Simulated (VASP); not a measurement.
# TaN (P6_3mc) in VASP: notebook

Runs on TaN. Level: PBE. Tasks: single point.

All numbers are computed with VASP 6.6.1; they aren't measurements. Logs are shortened: lines on timing, memory, paths and dates and some standing lists are left out, and cuts for length are marked.

## Step 1: The cell of the first run

Symmetry: P6_3mc, No. 186, hexagonal system. Conventional cell: a = 2.989 Å, b = 2.989 Å, c = 4.940 Å, α = 90.00°, β = 90.00°, γ = 120.00°. Within 2.4 Å of Ta (site symmetry 3m) lie 4 N at 1.82 to 1.90 Å. Within 2.4 Å of N (site symmetry 3m) lie 4 Ta at 1.82 to 1.90 Å.

## Step 2: Single point, PBE (equal xx and yy strain of -2 %)

The input, INCAR:

```
SYSTEM = TaN
  PREC = Accurate
  ENCUT = 520
  EDIFF = 1E-7
  ISMEAR = -1
  SIGMA = 0.01
  LREAL = .FALSE.
  LASPH = .TRUE.
  NELM = 100
  ALGO = Normal
  ISIF = 2
  LWAVE = .FALSE.
  LCHARG = .FALSE.
  GGA = PE
  NBANDS = 24
```

The input, KPOINTS:

```
Automatic mesh
0
G
  9 9 5
  0 0 0
```

The input, POSCAR:

```
TaN
1.0
    2.9890010687      0.0000000000      0.0000000000
   -1.4945005344      2.5885508575      0.0000000000
    0.0000000000      0.0000000000      4.9400000000
Ta N
2 2
Direct
    0.3333333333      0.6666666667      0.0000000000
    0.6666666667      0.3333333333      0.5000000000
    0.3333333333      0.6666666667      0.3850000000
    0.6666666667      0.3333333333      0.8850000000
```

Potentials or basis: VASP PAW PBE potentials, release 64 (Ta_pv, N).

Run with:

```console
cat potpaw_PBE.64/Ta_pv/POTCAR potpaw_PBE.64/N/POTCAR > POTCAR
mpirun -np 1 vasp_std > vasp.out
```

OUTCAR:

```text
SYSTEM = TaN
   PREC = Accurate
   ENCUT = 520
   EDIFF = 1E-7
   ISMEAR = -1
   LREAL = .FALSE.
   LASPH = .TRUE.
   NELM = 100
   ISIF = 2
   GGA = PE

 ion  position               nearest neighbor table
   1  0.333  0.667  0.000-   4 1.82   4 1.82   4 1.82   3 1.90   2 3.01   2 3.01   2 3.01   2 3.01
                             2 3.01   2 3.01
   2  0.667  0.333  0.500-   3 1.82   3 1.82   3 1.82   4 1.90   1 3.01   1 3.01   1 3.01   1 3.01
                             1 3.01   1 3.01
   3  0.333  0.667  0.385-   2 1.82   2 1.82   2 1.82   1 1.90
   4  0.667  0.333  0.885-   1 1.82   1 1.82   1 1.82   2 1.90

  LATTYP: Found a hexagonal cell.
 ALAT       =     2.9890010687
 C/A-ratio  =     1.6527260735

  Lattice vectors:

 A1 = (   2.9890010687,   0.0000000000,   0.0000000000)
 A2 = (  -1.4945005344,   2.5885508575,   0.0000000000)
 A3 = (   0.0000000000,   0.0000000000,   4.9400000000)

Analysis of symmetry for initial positions (statically):
=====================================================================
 Subroutine PRICEL returns:
 Original cell was already a primitive cell.

 Routine SETGRP: Setting up the symmetry group for a
 hexagonal supercell.

 Subroutine GETGRP returns: Found 12 space group operations
 (whereof  6 operations were pure point group operations)
 out of a pool of 24 trial point group operations.

The static configuration has the point symmetry C_3v.
 The point group associated with its full space group is C_6v.

Analysis of symmetry for dynamics (positions and initial velocities):
=====================================================================
 Subroutine PRICEL returns:
 Original cell was already a primitive cell.

 Routine SETGRP: Setting up the symmetry group for a
 hexagonal supercell.

 Subroutine GETGRP returns: Found 12 space group operations
 (whereof  6 operations were pure point group operations)
 out of a pool of 24 trial point group operations.

The dynamic configuration has the point symmetry C_3v.
 The point group associated with its full space group is C_6v.

 Subroutine INISYM returns: Found 12 space group operations
 (whereof  6 operations are pure point group operations),
 and found     1 'primitive' translations

----------------------------------------------------------------------------------------

                                     Primitive cell

  volume of cell :      38.2217

  direct lattice vectors                    reciprocal lattice vectors
     2.989001069  0.000000000  0.000000000     0.334559934  0.193158268  0.000000000
    -1.494500534  2.588550858  0.000000000     0.000000000  0.386316536  0.000000000
     0.000000000  0.000000000  4.940000000     0.000000000  0.000000000  0.202429150

  length of vectors
     2.989001069  2.989001069  4.940000000     0.386316536  0.386316536  0.202429150

  position of ions in fractional coordinates (direct lattice)
     0.333333333  0.666666667  0.000000000
     0.666666667  0.333333333  0.500000000
     0.333333333  0.666666667  0.385000000
     0.666666667  0.333333333  0.885000000

  ion indices of the primitive-cell ions
   primitive index   ion index
                 1           1
                 2           2
                 3           3
                 4           4

----------------------------------------------------------------------------------------

 KPOINTS: Automatic mesh

Automatic generation of k-mesh.
 Grid dimensions read from file:
 generate k-points for:    9    9    5

 Generating k-lattice:

  Cartesian coordinates                     Fractional coordinates (reciprocal lattice)
     0.037173326  0.021462030  0.000000000     0.111111111  0.000000000  0.000000000
     0.000000000  0.042924060  0.000000000     0.000000000  0.111111111  0.000000000
     0.000000000  0.000000000  0.040485830     0.000000000  0.000000000  0.200000000

  Length of vectors
     0.042924060  0.042924060  0.040485830

  Shift w.r.t. Gamma in fractional coordinates (k-lattice)
     0.000000000  0.000000000  0.000000000

 Subroutine IBZKPT returns following result:
 ===========================================

 Found     36 irreducible k-points:

 Following reciprocal coordinates:
            Coordinates               Weight
  0.000000  0.000000  0.000000      1.000000
  0.111111  0.000000  0.000000      6.000000
  0.222222  0.000000  0.000000      6.000000
  0.333333  0.000000  0.000000      6.000000
  0.444444  0.000000  0.000000      6.000000
  0.111111  0.111111  0.000000      6.000000
[... 16 lines left out ...]
  0.333333  0.222222  0.200000     24.000000
  0.333333  0.333333  0.200000      4.000000
 [... further k-points ...]
   k-points           NKPTS =     36   k-points in BZ     NKDIM =     36   number of bands    NBANDS=     24
   number of dos      NEDOS =    301   number of ions     NIONS =      4
   total plane-waves  NPLWV =  23040
   dimension x,y,z NGX =    24 NGY =   24 NGZ =   40
   dimension x,y,z NGXF=    48 NGYF=   48 NGZF=   80
   ions per type =               2   2
   NGX,Y,Z   is equivalent  to a cutoff of  13.35, 13.35, 13.46 a.u.
   NGXF,Y,Z  is equivalent  to a cutoff of  26.70, 26.70, 26.92 a.u.
 SYSTEM =  TaN
   PREC   = accura    normal or accurate (medium, high low for compatibility)
   ISTART =      0    job   : 0-new  1-cont  2-samecut
   ICHARG =      2    charge: 1-file 2-atom 10-const
   ISPIN  =      1    spin polarized calculation?
   LNONCOLLINEAR =      F non collinear calculations
   LSORBIT =      F    spin-orbit coupling
   LASPH  =      T    aspherical Exc in radial PAW
   ENCUT  =  520.0 eV  38.22 Ry    6.18 a.u.   5.56  5.56  9.19*2*pi/ulx,y,z
   NELM   =    100;   NELMIN=  2; NELMDL= -5     # of ELM steps
   EDIFF  = 0.1E-06   stopping-criterion for ELM
   LREAL  =      F    real-space projection
   EDIFFG = 0.1E-05   stopping-criterion for IOM
   NSW    =      0    number of steps for IOM
   IBRION =     -1    ionic relax: 0-MD 1-quasi-New 2-CG
   NFREE  =      0    steps in history (QN), initial steepest desc. (CG)
   ISIF   =      2    stress and relaxation
   ISYM   =      2    0-nonsym 1-usesym 2-fastsym
   POTIM  = 0.5000    time-step for ionic-motion
   TEBEG  =    0.0;   TEEND  =   0.0 temperature during run
   PSTRESS=    0.0 pullay stress
   NELECT =      32.0000    total number of electrons
   NUPDOWN=      -1.0000    fix difference up-down
   EMIN   =  10.00;   EMAX   =-10.00  energy-range for DOS
   EFERMI =   0.00;   METHOD = LEGACY
   ISMEAR =    -1;   SIGMA  =   0.01  broadening in eV -4-tet -1-fermi 0-gaus
   EFERMI_NEDOS =   21; number of points for ismear=-14 and -15
   IALGO  =     38    algorithm
   IMIX   =      4    mixing-type and parameters
     AMIX     =   0.40;   BMIX     =  1.00
     AMIX_MAG =   1.60;   BMIX_MAG =  1.00
  volume/ion in A,a.u.               =       9.56        64.48
  Fermi-wavevector in a.u.,A,eV,Ry     =   1.542961  2.915773 32.391775  2.380728
  Thomas-Fermi vector in A             =   2.648691
   LORBIT       =      0    0 simple, 1 ext, 2 COOP (PROOUT), +10 PAW based schemes
   GGA     = PE    functional components
   LHFCALC =     F    Hartree Fock is set to
   AEXX    =    0.0000 exact exchange contribution
   IVDW    =     0    specifies the selected vdW correction
   LEPSILON=     F    determine dielectric tensor
   LRPA    =     F    only Hartree local field effects (RPA)
 non-spin polarized calculation
  energy-cutoff  :      520.00
  volume of cell :       38.22
 maximum number of plane-waves:      1051
 NGX is ok and might be reduce to    24
   NGX = 11   NGY = 11   NGZ = 19

 number of electron      32.0000000 magnetization

 Free energy of the ion-electron system (eV)
  ---------------------------------------------------
  ext. energy  EPLUGINS =         0.00000000
  ---------------------------------------------------
  free energy    TOTEN  =       -36.00456814 eV

  energy without entropy =      -36.00355816  energy(sigma->0) =      -36.00406315

 E-fermi :  10.2791     XC(G=0): -13.7702

 val. band max:       10.2725870367   @ k =   0.1111   0.1111   0.4000
 cond. band min:      10.2962992592   @ k =   0.1111   0.0000   0.4000
 fundamental gap:      0.0237122225
 Fermi energy:        10.2790573113

 k-point     1 :       0.0000    0.0000    0.0000
  band No.  band energies     occupation
      1     -25.9288      2.00000
      2     -24.7119      2.00000
      3     -24.7119      2.00000
      4     -24.5131      2.00000
      5     -24.5131      2.00000
      6     -24.4306      2.00000
[... 16 lines left out ...]
     23      17.1988      0.00000
     24      17.1988      0.00000

 k-point     2 :       0.1111    0.0000    0.0000
  band No.  band energies     occupation
      1     -25.8799      2.00000
      2     -24.8672      2.00000
      3     -24.7554      2.00000
      4     -24.6901      2.00000
      5     -24.5398      2.00000
      6     -24.4506      2.00000
[... 16 lines left out ...]
     23      17.2473      0.00000
     24      17.7498      0.00000

 k-point     3 :       0.2222    0.0000    0.0000
  band No.  band energies     occupation
      1     -25.7627      2.00000
      2     -25.2308      2.00000
      3     -25.1012      2.00000
      4     -24.8614      2.00000
      5     -24.6091      2.00000
      6     -24.5142      2.00000
[... 16 lines left out ...]
     23      17.7532      0.00000
     24      19.3098      0.00000
[... 514 lines left out ...]
 k-point    23 :       0.3333    0.2222    0.2000
  band No.  band energies     occupation
      1     -25.9071      2.00000
      2     -25.8148      2.00000
      3     -25.3420      2.00000
      4     -25.0772      2.00000
      5     -25.0018      2.00000
      6     -24.7725      2.00000
[... 16 lines left out ...]
     23      17.9996      0.00000
     24      18.5359      0.00000

 k-point    24 :       0.3333    0.3333    0.2000
  band No.  band energies     occupation
      1     -25.8120      2.00000
      2     -25.8120      2.00000
      3     -25.5058      2.00000
      4     -25.1896      2.00000
      5     -24.8852      2.00000
      6     -24.8852      2.00000
[... 16 lines left out ...]
     23      18.5268      0.00000
     24      18.5268      0.00000

 [... further k-points ...]

------------------------ aborting loop because EDIFF is reached ----------------------------------------

  FORCE on cell =-STRESS in cart. coord.  units (eV):
  Direction    XX          YY          ZZ          XY          YZ          ZX
  --------------------------------------------------------------------------------------
  -------------------------------------------------------------------------------------
  Total       44.9385539     44.9385539     34.5450683     -0.0000000     -0.0000000      0.0000000
  in kB     1883.7356369   1883.7356370   1448.0611981     -0.0000000     -0.0000000      0.0000000
  external PRESSURE =    1738.5108240 kB  Pullay stress =       0.0000000 kB

 VOLUME and BASIS-vectors are now :
 -----------------------------------------------------------------------------
  energy-cutoff  :      520.00
  volume of cell :       38.22
      direct lattice vectors                 reciprocal lattice vectors
     2.989001069  0.000000000  0.000000000     0.334559934  0.193158268  0.000000000
    -1.494500534  2.588550858  0.000000000     0.000000000  0.386316536  0.000000000
     0.000000000  0.000000000  4.940000000     0.000000000  0.000000000  0.202429150

 POSITION                                       TOTAL-FORCE (eV/Angst)
 -----------------------------------------------------------------------------------
     -0.00000      1.72570      0.00000         0.000000      0.000000      3.624818
      1.49450      0.86285      2.47000        -0.000000     -0.000000      3.624818
     -0.00000      1.72570      1.90190        -0.000000      0.000000     -3.624818
      1.49450      0.86285      4.37190         0.000000     -0.000000     -3.624818
 -----------------------------------------------------------------------------------
    total drift:                               -0.000000     -0.000000     -0.000124

  FREE ENERGIE OF THE ION-ELECTRON SYSTEM (eV)
  ---------------------------------------------------
  free  energy   TOTEN  =       -36.0045681405 eV

  energy  without entropy=      -36.0035581552  energy(sigma->0) =      -36.00406315
```

Run time: 19 s. Hardware: 1 thread of Intel Xeon 6975P-C, shared host; peak memory 0.18 GiB.

Results:

```
Free energy            : -36.0046 eV
Pressure               : 173.9 GPa
Largest force          : 3.625 eV/Å
Band gap on the k mesh : zero (band 16 reaches 10.88 eV, above the bottom of band 17 at 8.49 eV)
```

Forces on the atoms (eV/Å):
```
Ta   0.000  0.000  3.625
Ta   0.000  0.000  3.625
N    0.000  0.000 -3.625
N    0.000  0.000 -3.625
```

Stress tensor (GPa, compression positive):
```
188.37   0.00   0.00
  0.00 188.37   0.00
  0.00   0.00 144.81
```

Caveat: the cell differs from its parent crystal (equal xx and yy strain of -2 %); spin-orbit coupling is left out, which moves the levels of the heavy elements; forces of over 1 eV/Å act on the atoms, so gaps and moduli don't describe the material at rest.

## Step 3: Single point, PBE (equal xx and yy strain of +3 %)

The input, INCAR:

```
SYSTEM = TaN
PREC     = Accurate       ! precision mode
ENCUT    = 520            ! plane-wave cutoff, eV
EDIFF    = 1E-7           ! SCF threshold, eV
ISMEAR   = -1             ! smearing method
SIGMA    = 0.01           ! smearing width, eV
LREAL    = .FALSE.        ! projectors in reciprocal space
LASPH    = .TRUE.         ! aspherical terms in the spheres
NELM     = 100            ! most SCF steps
ALGO     = Normal         ! electronic algorithm
ISIF     = 2              ! what is computed and relaxed
LWAVE    = .FALSE.        ! write WAVECAR
LCHARG   = .FALSE.        ! write CHGCAR
GGA      = PE             ! functional
NBANDS   = 24             ! bands
```

The input, KPOINTS:

```
regular mesh
0
G
  9 9 5
  0 0 0
```

Edit POSCAR of step 2 so:

```diff
@@ -2,4 +2,4 @@
 1.0
-    2.9890010687      0.0000000000      0.0000000000
-   -1.4945005344      2.5885508575      0.0000000000
+    3.1415011232      0.0000000000      0.0000000000
+   -1.5707505617      2.7206197788      0.0000000000
     0.0000000000      0.0000000000      4.9400000000
```

Potentials or basis: VASP PAW PBE potentials, release 64 (Ta_pv, N).

Run with:

```console
cat potpaw_PBE.64/Ta_pv/POTCAR potpaw_PBE.64/N/POTCAR > POTCAR
mpirun -np 1 vasp_std > vasp.out
```

Run time: 22 s. Hardware: 1 thread of Intel Xeon 6975P-C, shared host; peak memory 0.18 GiB.

It converged, with:

- Free energy: -39.5354 eV
- Pressure: 99.3 GPa
- Largest force: 0.755 eV/Å
- Band gap on the k mesh: zero (band 16 reaches 9.63 eV, above the bottom of band 17 at 7.64 eV)

Forces in eV/Å, atoms in the order of the input:
```
Ta   0.000  0.000  0.755
Ta   0.000  0.000  0.755
N    0.000  0.000 -0.755
N    0.000  0.000 -0.755
```

Stress tensor (GPa, compression positive):
```
101.09   0.00   0.00
  0.00 101.09   0.00
  0.00   0.00  95.64
```

Levels at points of the mesh, in eV from the Fermi level:
```tsv
k point	band 14	band 15	band 16	band 17	band 18	band 19
(0.00, 0.00, 0.00)	-7.28	-0.94	-0.94	-0.46	1.82	2.46
```

Caveat: the cell differs from its parent crystal (equal xx and yy strain of +3 %); spin-orbit coupling is left out, which moves the levels of the heavy elements.

## Step 4: Single point, PBE (zz strain of -3 %)

The input, INCAR:

```
PREC     = Accurate       # precision mode
ENCUT    = 600            # plane-wave cutoff, eV
EDIFF    = 1E-6           # SCF threshold, eV
ISMEAR   = -1             # smearing method
SIGMA    = 0.01           # smearing width, eV
LREAL    = False          # projectors in reciprocal space
LASPH    = True           # aspherical terms in the spheres
NELM     = 120            # most SCF steps
ALGO     = Normal         # electronic algorithm
ISIF     = 2              # what is computed and relaxed
LWAVE    = False          # write WAVECAR
LCHARG   = False          # write CHGCAR
GGA      = PE             # functional
NBANDS   = 24             # bands
GGA_COMPAT= False
```

The input, KPOINTS:

```
Automatic mesh
0
Gamma
  9 9 5
```

The input, POSCAR:

```
TaN
1.0
    3.0500010905      0.0000000000      0.0000000000
   -1.5250005453      2.6413784260      0.0000000000
    0.0000000000      0.0000000000      4.7918000000
Ta N
2 2
Direct
    0.3333333333      0.6666666667      0.0000000000
    0.6666666667      0.3333333333      0.5000000000
    0.3333333333      0.6666666667      0.3850000000
    0.6666666667      0.3333333333      0.8850000000
```

Run with:

```console
cat potpaw_PBE.64/Ta_pv/POTCAR potpaw_PBE.64/N/POTCAR > POTCAR
mpirun -np 1 vasp_std > vasp.out
```

Run time: 44 s. Hardware: 1 thread of AMD EPYC 7R13, shared host; peak memory 0.15 GiB.

The run converged. Its results:

```
Free energy            : -36.6268 eV
Pressure               : 162.4 GPa
Largest force          : 0.628 eV/Å
Band gap on the k mesh : zero (band 16 reaches 10.64 eV, above the bottom of band 17 at 8.47 eV)
```

Forces on the atoms (eV/Å):
```
Ta   0.000  0.000  0.628
Ta   0.000  0.000  0.628
N    0.000  0.000 -0.628
N    0.000  0.000 -0.628
```

Stress tensor (GPa, compression positive):
```
165.81   0.00   0.00
  0.00 165.81   0.00
  0.00   0.00 155.46
```

Levels at points of the mesh, in eV from the Fermi level:
```csv
k point,band 12,band 13,band 14,band 15,band 16,band 17,band 18,band 19,band 20,band 21
"(0.00, 0.00, 0.00)",-7.99,-7.99,-7.30,-1.08,-1.08,-0.26,2.08,2.73,2.73,4.60
```

Caveat: the cell differs from its parent crystal (zz strain of -3 %); spin-orbit coupling is left out, which moves the levels of the heavy elements.

## Step 5: Overview

```tsv
cell	cutoff (eV)	gap on the mesh (eV)	pressure (GPa)	largest force (eV/Å)
a = 2.989, b = 2.989, c = 4.940 Å, angles 90.0, 90.0, 120.0°, 4 atoms	520	none	173.9	3.62
a = 3.142, b = 3.142, c = 4.940 Å, angles 90.0, 90.0, 120.0°, 4 atoms	520	none	99.3	0.76
a = 3.050, b = 3.050, c = 4.792 Å, angles 90.0, 90.0, 120.0°, 4 atoms	600	none	162.4	0.63
```

Alike in all rows: task single point; level PBE; potentials or basis VASP PAW PBE potentials, release 64 (Ta_pv, N); no spin polarisation; k mesh 9 × 9 × 5; smearing fermi-dirac 0.01 eV.

Caveats: spin-orbit coupling is left out, which moves the levels of the heavy elements; forces of over 1 eV/Å act on the atoms, so gaps and moduli don't describe the material at rest (some runs).

Absolute energies hang on the potentials; compare differences alone.
